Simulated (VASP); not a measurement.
ZnSe, 16 atoms in the cell. The cell holds a slab with vacuum, 16 atoms: a = 8.106 Å, b = 8.106 Å, c = 20.137 Å, α = 90.00°, β = 90.00°, γ = 120.00°. 

| Item | Value |
| --- | --- |
| Program | VASP 6.6.1 |
| Task | relaxation of the atoms |
| Functional | PBE |
| Potentials or basis | VASP PAW PBE potentials, release 64 (Se, Zn) |
| Cutoff | 520 eV |
| k mesh | 2 × 2 × 1 |
| Occupations | gaussian, width 0.05 eV |
| Spin | no spin polarisation |
| Dipole correction | yes |
| Atoms held fixed (from 0) | [0, 1, 2, 3, 8, 9, 10, 11] |
| Further INCAR settings | LREAL = Auto; ALGO = Normal; EDIFF = 1e-06; IBRION = 2; EDIFFG = -0.03; NSW = 90 |

Potentials or basis: VASP PAW PBE potentials, release 64 (Se, Zn).

Command:

```bash
$ cat potpaw_PBE.64/Se/POTCAR potpaw_PBE.64/Zn/POTCAR > POTCAR
$ mpirun -np 1 vasp_std > vasp.out
```

Hardware: 1 × NVIDIA H100 80GB with 1 thread of AMD EPYC 7R13 Processor (Zen 3), with other jobs on the host.

**Question.** Estimate the wall time of this run.

**Answer.** Run time: 6.6 min on 1 × NVIDIA H100 80GB with 1 thread of AMD EPYC 7R13 Processor (Zen 3), with other jobs on the host, peak memory 1.8 GiB. Counts: scf iterations 96, k points 2, ion steps 5.
